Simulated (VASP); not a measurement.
Set up this calculation in VASP 6.6.1, as the native input.

```yaml
Task: single point
Functional: PBE
Dispersion: D3(BJ)
Potentials_or_basis: VASP PAW PBE potentials, release 64 (Si, Ti_sv)
Cutoff: 520 eV
k_mesh: 2 × 2 × 2
Occupations: gaussian, width 0.05 eV
Spin: no spin polarisation
Dipole_correction: no
Further_INCAR_settings: LREAL = Auto; ALGO = Normal; EDIFF = 1e-07; NBANDS = 52
```

The structure of TiSi16 (a cell with a defect) lies in POSCAR:

```
TiSi16
1.0
    0.0000000000      5.4300000000      5.4300000000
    5.4300000000      0.0000000000      5.4300000000
    5.4300000000      5.4300000000      0.0000000000
Si Ti
16 1
Direct
   -0.0128707182     -0.0129062615      0.0386360958
    0.1259575506      0.1259227440      0.1394122468
    0.0057340700      0.0057042357      0.5173226519
    0.1093390424      0.1093114180      0.6720038674
    0.0103015654      0.4992411602     -0.0088492634
    0.1259735727      0.6086739411      0.1393654696
    0.0057643646      0.4711965930      0.5172634438
    0.1493664825      0.6161324125      0.6183000000
    0.4992773481      0.0102530387     -0.0088283610
    0.6087027624      0.1259294659      0.1393902394
    0.4712284530      0.0057188766      0.5172929098
    0.6161684162      0.1493190608      0.6183220074
    0.4992915285      0.4992467772     -0.0088694291
    0.6401166667      0.6400695212      0.0796697053
    0.5156785451      0.5156275322      0.4529813076
    0.6161858195      0.6161395948      0.6182782689
    0.8539802026      0.8539466851      0.4380787293
```

These files were run (other wordings do the same):

INCAR

```
SYSTEM = TiSi16
PREC = Accurate ; ENCUT = 520
EDIFF = 1E-7 ; ISMEAR = 0
SIGMA = 0.05 ; LREAL = Auto
LASPH = .True. ; NELM = 80
ALGO = Normal ; ISIF = 2
LWAVE = .False. ; LCHARG = .False.
GGA = PE ; IVDW = 12
NBANDS = 52
```

KPOINTS

```
regular mesh
0
Gamma
  2 2 2
  0 0 0
```

Potentials or basis: VASP PAW PBE potentials, release 64 (Si, Ti_sv).

Run with:

```console
$ cat potpaw_PBE.64/Si/POTCAR potpaw_PBE.64/Ti_sv/POTCAR > POTCAR
$ mpirun -np 1 vasp_std > vasp.out
```

It gave:

```yaml
Pressure: 0.8 GPa
Largest_force: 1.933 eV/Å
Band_gap_on_the_k_mesh: zero (bands 38 and 39 overlap by 0.33 eV)
Dispersion_energy_per_atom: -0.343 eV
```

Caveat: the k points lie up to 0.50 Å⁻¹ apart.

Run time: 3.1 min on 1 thread of Intel(R) Xeon(R) Platinum 8488C (Sapphire Rapids) (shared host), peak memory 0.49 GiB.
